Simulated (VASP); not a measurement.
Wanted: the native input for a VASP 6.6.1 run.

- Task: relaxation of cell and atoms
- Functional: LDA
- Potentials or basis: VASP PAW LDA potentials, release 64 (Ti_sv)
- Cutoff: 600 eV
- k mesh: 24 × 24 × 24
- Occupations: fermi-dirac, width 0.1 eV
- Spin: no spin polarisation
- Dipole correction: no
- Further INCAR settings: ALGO = Normal; EDIFF = 1e-06; IBRION = 2; EDIFFG = -0.002; NSW = 100; ISIF = 3

The structure of Ti lies in POSCAR:

```
Ti
1.0
    0.0000000000      2.0300000000      2.0300000000
    2.0300000000      0.0000000000      2.0300000000
    2.0300000000      2.0300000000      0.0000000000
Ti
1
Direct
    0.0000000000      0.0000000000      0.0000000000
```

One way to write it, as run:

INCAR

```
PREC = Accurate
ENCUT = 600
EDIFF = 1E-6
ISMEAR = -1
SIGMA = 0.1
LREAL = F
LASPH = T
NELM = 100
ALGO = Normal
ISIF = 3
LWAVE = F
LCHARG = F
GGA = CA
IBRION = 2
NSW = 100
EDIFFG = -0.002
```

KPOINTS

```
regular mesh
0
Gamma
  24 24 24
```

Potentials or basis: VASP PAW LDA potentials, release 64 (Ti_sv).

Command:

```sh
$ cat potpaw_LDA.64/Ti_sv/POTCAR > POTCAR
$ mpirun -np 1 vasp_std > vasp.out
```

It gave:

```
Relaxed volume                         : 16.04 Å³/atom
Relaxed cell                           : a = 2.831 Å, b = 2.831 Å, c = 2.831 Å, α = 60.00°, β = 60.00°, γ = 60.00°
Space group after relaxing (to 0.05 Å) : Fm-3m (No. 225)
Energy gained by relaxing              : 10.7 meV/atom
Ionic steps                            : 26
Pressure after relaxing                : 0.0 GPa
Band gap on the k mesh                 : zero (band 6 reaches 9.75 eV, above the bottom of band 7 at 8.46 eV)
```

It took 7.7 min on 1 thread of Intel(R) Xeon(R) Platinum 8488C (Sapphire Rapids), on a shared host, peak memory 0.23 GiB.
